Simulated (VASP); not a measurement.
# Zn (P6_3/mmc) in VASP: further runs

Zn is run at these levels: PBE; tasks: single point.

All numbers are computed with VASP 6.6.1; they aren't measurements. Logs are shortened: lines on timing, memory, paths and dates and some standing lists are left out, and cuts for length are marked.

**1. The cell of the first run**

It takes space group P6_3/mmc (No. 194, hexagonal). Conventional cell: a = 2.665 Å, b = 2.665 Å, c = 4.947 Å, α = 90.00°, β = 90.00°, γ = 120.00°. Zn (site symmetry -6m2) has 12 Zn at 2.66 to 2.91 Å within 3.5 Å.

**2. Single point, PBE**

Input file INCAR:

```
ALGO = Fast
EDIFF = 1E-6
ENCUT = 520
GGA = PE
ISIF = 2
ISMEAR = 0
LASPH = True
LCHARG = False
LREAL = False
LWAVE = False
NBANDS = 19
NELM = 60
PREC = Accurate
SIGMA = 0.15
```

Input file KPOINTS:

```
k-points
0
Gamma
  24 24 10
```

Input file POSCAR:

```
Zn
1.0
    2.6647980532      0.0000000000      0.0000000000
   -1.3323990266      2.3077828100      0.0000000000
    0.0000000000      0.0000000000      4.9467000000
Zn
2
Direct
    0.3333333333      0.6666666667      0.2500000000
    0.6666666667      0.3333333333      0.7500000000
```

Potentials or basis: VASP PAW PBE potentials, release 64 (Zn).

Started as:

```console
$ cat potpaw_PBE.64/Zn/POTCAR > POTCAR
$ mpirun -np 1 vasp_std > vasp.out
```

OUTCAR:

```text
EDIFF = 1E-6
   ENCUT = 520
   GGA = PE
   ISIF = 2
   ISMEAR = 0
   LASPH = True
   LREAL = False
   NELM = 60
   PREC = Accurate

 ion  position               nearest neighbor table
   1  0.333  0.667  0.250-   2 2.91   2 2.91   2 2.91   2 2.91   2 2.91   2 2.91
   2  0.667  0.333  0.750-   1 2.91   1 2.91   1 2.91   1 2.91   1 2.91   1 2.91

  LATTYP: Found a hexagonal cell.
 ALAT       =     2.6647980532
 C/A-ratio  =     1.8563132745

  Lattice vectors:

 A1 = (   2.6647980532,   0.0000000000,   0.0000000000)
 A2 = (  -1.3323990266,   2.3077828100,   0.0000000000)
 A3 = (   0.0000000000,   0.0000000000,   4.9467000000)

Analysis of symmetry for initial positions (statically):
=====================================================================
 Subroutine PRICEL returns:
 Original cell was already a primitive cell.

 Routine SETGRP: Setting up the symmetry group for a
 hexagonal supercell.

 Subroutine GETGRP returns: Found 24 space group operations
 (whereof 12 operations were pure point group operations)
 out of a pool of 24 trial point group operations.

The static configuration has the point symmetry D_3d.
 The point group associated with its full space group is D_6h.

Analysis of symmetry for dynamics (positions and initial velocities):
=====================================================================
 Subroutine PRICEL returns:
 Original cell was already a primitive cell.

 Routine SETGRP: Setting up the symmetry group for a
 hexagonal supercell.

 Subroutine GETGRP returns: Found 24 space group operations
 (whereof 12 operations were pure point group operations)
 out of a pool of 24 trial point group operations.

The dynamic configuration has the point symmetry D_3d.
 The point group associated with its full space group is D_6h.

 Subroutine INISYM returns: Found 24 space group operations
 (whereof 12 operations are pure point group operations),
 and found     1 'primitive' translations

----------------------------------------------------------------------------------------

                                     Primitive cell

  volume of cell :      30.4211

  direct lattice vectors                    reciprocal lattice vectors
     2.664798053  0.000000000  0.000000000     0.375262958  0.216658170  0.000000000
    -1.332399027  2.307782810  0.000000000     0.000000000  0.433316340  0.000000000
     0.000000000  0.000000000  4.946700000     0.000000000  0.000000000  0.202154972

  length of vectors
     2.664798053  2.664798053  4.946700000     0.433316340  0.433316340  0.202154972

  position of ions in fractional coordinates (direct lattice)
     0.333333333  0.666666667  0.250000000
     0.666666667  0.333333333  0.750000000

  ion indices of the primitive-cell ions
   primitive index   ion index
                 1           1
                 2           2

----------------------------------------------------------------------------------------

 KPOINTS: k-points

Automatic generation of k-mesh.
 Grid dimensions read from file:
 generate k-points for:   24   24   10

 Generating k-lattice:

  Cartesian coordinates                     Fractional coordinates (reciprocal lattice)
     0.015635957  0.009027424  0.000000000     0.041666667 -0.000000000  0.000000000
     0.000000000  0.018054847  0.000000000     0.000000000  0.041666667  0.000000000
     0.000000000  0.000000000  0.020215497     0.000000000  0.000000000  0.100000000

  Length of vectors
     0.018054847  0.018054847  0.020215497

  Shift w.r.t. Gamma in fractional coordinates (k-lattice)
     0.000000000  0.000000000  0.000000000

 Subroutine IBZKPT returns following result:
 ===========================================

 Found    366 irreducible k-points:

 Following reciprocal coordinates:
            Coordinates               Weight
  0.000000  0.000000  0.000000      1.000000
  0.041667  0.000000  0.000000      6.000000
  0.083333  0.000000  0.000000      6.000000
  0.125000 -0.000000  0.000000      6.000000
  0.166667  0.000000  0.000000      6.000000
  0.208333 -0.000000  0.000000      6.000000
[... 16 lines left out ...]
  0.416667  0.041667  0.000000     12.000000
  0.458333  0.041667  0.000000     12.000000
 [... further k-points ...]
   k-points           NKPTS =    366   k-points in BZ     NKDIM =    366   number of bands    NBANDS=     19
   number of dos      NEDOS =    301   number of ions     NIONS =      2
   total plane-waves  NPLWV =  16000
   dimension x,y,z NGX =    20 NGY =   20 NGZ =   40
   dimension x,y,z NGXF=    40 NGYF=   40 NGZF=   80
   ions per type =               2
   NGX,Y,Z   is equivalent  to a cutoff of  12.48, 12.48, 13.44 a.u.
   NGXF,Y,Z  is equivalent  to a cutoff of  24.95, 24.95, 26.89 a.u.
 SYSTEM =  unknown system
   PREC   = accura    normal or accurate (medium, high low for compatibility)
   ISTART =      0    job   : 0-new  1-cont  2-samecut
   ICHARG =      2    charge: 1-file 2-atom 10-const
   ISPIN  =      1    spin polarized calculation?
   LNONCOLLINEAR =      F non collinear calculations
   LSORBIT =      F    spin-orbit coupling
   LASPH  =      T    aspherical Exc in radial PAW
   ENCUT  =  520.0 eV  38.22 Ry    6.18 a.u.   4.95  4.95  9.20*2*pi/ulx,y,z
   NELM   =     60;   NELMIN=  2; NELMDL= -5     # of ELM steps
   EDIFF  = 0.1E-05   stopping-criterion for ELM
   LREAL  =      F    real-space projection
[... 7 lines left out ...]
   TEBEG  =    0.0;   TEEND  =   0.0 temperature during run
   PSTRESS=    0.0 pullay stress
   NELECT =      24.0000    total number of electrons
   NUPDOWN=      -1.0000    fix difference up-down
   EMIN   =  10.00;   EMAX   =-10.00  energy-range for DOS
   EFERMI =   0.00;   METHOD = LEGACY
   ISMEAR =     0;   SIGMA  =   0.15  broadening in eV -4-tet -1-fermi 0-gaus
   EFERMI_NEDOS =   21; number of points for ismear=-14 and -15
   IALGO  =     68    algorithm
   IMIX   =      4    mixing-type and parameters
     AMIX     =   0.40;   BMIX     =  1.00
     AMIX_MAG =   1.60;   BMIX_MAG =  1.00
  volume/ion in A,a.u.               =      15.21       102.65
  Fermi-wavevector in a.u.,A,eV,Ry     =   1.512703  2.858594 31.133805  2.288270
  Thomas-Fermi vector in A             =   2.622592
   LORBIT       =      0    0 simple, 1 ext, 2 COOP (PROOUT), +10 PAW based schemes
   GGA     = PE    functional components
   LHFCALC =     F    Hartree Fock is set to
   AEXX    =    0.0000 exact exchange contribution
   IVDW    =     0    specifies the selected vdW correction
   LEPSILON=     F    determine dielectric tensor
   LRPA    =     F    only Hartree local field effects (RPA)
 non-spin polarized calculation
 RMM-DIIS sequential band-by-band and
 Gauss-broadening in eV      SIGMA  =   0.15
  energy-cutoff  :      520.00
  volume of cell :       30.42
 maximum number of plane-waves:       855
 NGX is ok and might be reduce to    20
   NGX =  9   NGY =  9   NGZ = 19

 number of electron      24.0000012 magnetization

 Free energy of the ion-electron system (eV)
  ---------------------------------------------------
  ext. energy  EPLUGINS =         0.00000000
  ---------------------------------------------------
  free energy    TOTEN  =        -2.21682409 eV

  energy without entropy =       -2.21298895  energy(sigma->0) =       -2.21490652

 E-fermi :   3.1286     XC(G=0): -11.5515

 val. band max:        3.1227570268   @ k =   0.3333   0.3333   0.0000
 cond. band min:       3.1418943315   @ k =   0.3333   0.0833   0.0000
 fundamental gap:      0.0191373047
 Fermi energy:         3.1286089315

 k-point     1 :       0.0000    0.0000    0.0000
  band No.  band energies     occupation
      1      -7.2889      2.00000
      2      -5.4963      2.00000
      3      -4.8032      2.00000
      4      -4.5725      2.00000
      5      -4.5725      2.00000
      6      -4.5226      2.00000
[... 11 lines left out ...]
     18      22.1832      0.00000
     19      22.2520      0.00000

 k-point     2 :       0.0417    0.0000    0.0000
  band No.  band energies     occupation
      1      -7.2373      2.00000
      2      -5.4736      2.00000
      3      -4.7977      2.00000
      4      -4.5778      2.00000
      5      -4.5604      2.00000
      6      -4.5284      2.00000
[... 11 lines left out ...]
     18      21.5100      0.00000
     19      22.7520      0.00000

 k-point     3 :       0.0833    0.0000    0.0000
  band No.  band energies     occupation
      1      -7.0834      2.00000
      2      -5.4089      2.00000
      3      -4.7833      2.00000
      4      -4.5913      2.00000
      5      -4.5432      2.00000
      6      -4.5246      2.00000
[... 11 lines left out ...]
     18      21.0400      0.00000
     19      23.0773      0.00000

 k-point     4 :       0.1250   -0.0000    0.0000
  band No.  band energies     occupation
      1      -6.8309      2.00000
      2      -5.3129      2.00000
      3      -4.7668      2.00000
      4      -4.6082      2.00000
      5      -4.5550      2.00000
      6      -4.4671      2.00000
[... 11 lines left out ...]
     18      20.4234      0.00000
     19      22.0612      0.00000

 k-point     5 :       0.1667    0.0000    0.0000
  band No.  band energies     occupation
      1      -6.4887      2.00000
      2      -5.2066      2.00000
      3      -4.7544      2.00000
      4      -4.6293      2.00000
      5      -4.5340      2.00000
      6      -4.4339      2.00000
[... 11 lines left out ...]
     18      19.4141      0.00000
     19      20.3784      0.00000
[... 334 lines left out ...]
      2      -5.1511      2.00000
      3      -4.9350      2.00000
      4      -4.5277      2.00000
      5      -4.5078      2.00000
      6      -4.3880      2.00000
[... 11 lines left out ...]
     18      18.4822      0.00000
     19      18.8014      0.00000

 k-point    22 :       0.3750    0.0417    0.0000
  band No.  band energies     occupation
      1      -5.2518      2.00000
      2      -5.1725      2.00000
      3      -4.9960      2.00000
      4      -4.5430      2.00000
      5      -4.4759      2.00000
      6      -4.4108      2.00000
[... 11 lines left out ...]
     18      18.2739      0.00000
     19      18.4331      0.00000

 k-point    23 :       0.4167    0.0417    0.0000
  band No.  band energies     occupation
      1      -5.2762      2.00000
      2      -5.1899      2.00000
      3      -5.0366      2.00000
      4      -4.5681      2.00000
      5      -4.4393      2.00000
      6      -4.4265      2.00000
[... 11 lines left out ...]
     18      18.1344      0.00000
     19      18.1832      0.00000

 k-point    24 :       0.4583    0.0417    0.0000
  band No.  band energies     occupation
      1      -5.2904      2.00000
      2      -5.2000      2.00000
      3      -5.0567      2.00000
      4      -4.5811      2.00000
      5      -4.4345      2.00000
      6      -4.4203      2.00000
[... 11 lines left out ...]
     18      18.0495      0.00000
     19      18.0719      0.00000

 [... further k-points ...]
[... 5 lines left out ...]
  --------------------------------------------------------------------------------------
  -------------------------------------------------------------------------------------
  Total       -0.1077889     -0.1077889      0.2684134      0.0000000     -0.0000000      0.0000000
  in kB       -5.6768803     -5.6768803     14.1364371      0.0000000     -0.0000000      0.0000000
  external PRESSURE =       0.9275588 kB  Pullay stress =       0.0000000 kB

 VOLUME and BASIS-vectors are now :
 -----------------------------------------------------------------------------
  energy-cutoff  :      520.00
  volume of cell :       30.42
      direct lattice vectors                 reciprocal lattice vectors
     2.664798053  0.000000000  0.000000000     0.375262958  0.216658170  0.000000000
    -1.332399027  2.307782810  0.000000000     0.000000000  0.433316340  0.000000000
     0.000000000  0.000000000  4.946700000     0.000000000  0.000000000  0.202154972

 POSITION                                       TOTAL-FORCE (eV/Angst)
 -----------------------------------------------------------------------------------
     -0.00000      1.53852      1.23667         0.000000     -0.000000     -0.000000
      1.33240      0.76926      3.71002         0.000000      0.000000      0.000000
 -----------------------------------------------------------------------------------
    total drift:                               -0.000000      0.000000      0.000000

  FREE ENERGIE OF THE ION-ELECTRON SYSTEM (eV)
  ---------------------------------------------------
  free  energy   TOTEN  =        -2.2168240911 eV

  energy  without entropy=       -2.2129889535  energy(sigma->0) =       -2.21490652
```

It took 1.8 min on 1 thread of Intel Xeon Platinum 8488C (Sapphire Rapids), shared host; peak memory 0.27 GiB.

Results:

| Quantity | Value |
| --- | --- |
| Free energy | -2.2168 eV |
| Pressure | 0.1 GPa |
| Band gap on the k mesh | zero (band 12 reaches 4.55 eV, above the bottom of band 13 at 0.07 eV) |

**3. Single point, PBE**

Input file INCAR:

```
SYSTEM = Zn
PREC = Accurate
ENCUT = 520
EDIFF = 1E-6
ISMEAR = 0
SIGMA = 0.15
LREAL = .FALSE.
LASPH = .TRUE.
NELM = 60
ALGO = Fast
ISIF = 2
LWAVE = .FALSE.
LCHARG = .FALSE.
GGA = PE
NBANDS = 19
```

Input file KPOINTS:

```
Automatic mesh
0
G
  24 24 12
  0 0 0
```

POSCAR is that of step 2.

Potentials or basis: VASP PAW PBE potentials, release 64 (Zn).

Started as:

```console
$ cat potpaw_PBE.64/Zn/POTCAR > POTCAR
$ mpirun -np 1 vasp_std > vasp.out
```

Run time: 2.1 min. Hardware: 1 thread of Intel Xeon Platinum 8488C (Sapphire Rapids), shared host; peak memory 0.3 GiB.

Results (log left out):

```yaml
Free_energy: -2.2165 eV
Pressure: 0.1 GPa
Band_gap_on_the_k_mesh: zero (band 12 reaches 4.55 eV, above the bottom of band 13 at 0.07 eV)
```

Stress tensor (GPa, compression positive):
```
-0.47  0.00  0.00
 0.00 -0.47  0.00
 0.00  0.00  1.19
```

Levels at points of the mesh, in eV from the Fermi level:
| k point | band 8 | band 9 | band 10 | band 11 | band 12 | band 13 | band 14 | band 15 | band 16 | band 17 |
| --- | --- | --- | --- | --- | --- | --- | --- | --- | --- | --- |
| (0.00, 0.00, 0.00) | -7.35 | -7.35 | -7.14 | -7.14 | -3.68 | -3.08 | 13.58 | 17.21 | 17.38 | 17.38 |
| (0.50, 0.00, 0.00) | -7.16 | -6.96 | -6.94 | -2.88 | -2.21 | 2.58 | 3.50 | 4.04 | 5.66 | 10.09 |
| (0.00, 0.00, 0.50) | -7.67 | -7.23 | -7.23 | -7.23 | -7.23 | 4.55 | 4.55 | 18.67 | 18.67 | 18.67 |
| (0.50, 0.00, 0.50) | -7.17 | -6.95 | -6.95 | -1.91 | -1.91 | 0.07 | 0.07 | 10.09 | 10.09 | 11.90 |
